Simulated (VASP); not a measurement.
Runs of VASP 6.6.1 on Li6Be2Nb. The structure is that of space group Fm-3m (No. 225), or close to it. The cells are those of the table. 

```tsv
task	cell	k mesh	cutoff (eV)	gap on the mesh (eV)	pressure (GPa)	relaxed volume (Å³/atom)	largest force (eV/Å)
relaxation of cell and atoms	relaxed from a = 5.067 Å, angles 60.0°, 9 atoms	4 × 4 × 4	600	none	0.1	(a)	-
single point	a = 5.939 Å, angles 60.0°, 9 atoms	8 × 8 × 8	520	none	-	-	0.01
single point	a = 5.067 Å, angles 60.0°, 9 atoms	4 × 4 × 4	750	none	47.7	-	8.17
relaxation of cell and atoms	relaxed from a = 5.926 Å, angles 60.0°, 9 atoms	8 × 8 × 8	600	none	0.0	(b)	-
single point	a = 5.926 Å, angles 60.0°, 9 atoms	4 × 4 × 4	520	none	-	-	-
```

Alike in all rows: level PBE; potentials or basis VASP PAW PBE potentials, release 64 (Li_sv, Be, Nb_sv); no spin polarisation; smearing gaussian 0.1 eV.

Fill in the values left out.

(a) 15.56; (b) 16.41.

Caveats: some runs use coarse meshes; the cutoff is under 1.25 times the usual one of these potentials, so pressure, stress and relaxed cells hold a basis-set (Pulay) error (some runs); the volume moved by over 15 % at a fixed basis, so the end points are rough (some runs); forces of over 1 eV/Å act on the atoms, so gaps and moduli don't describe the material at rest (some runs).

A k mesh can miss the band edges, and the runs leave out spin-orbit coupling on Nb.

A gap of «none» marks levels without a gap at the run's occupations.
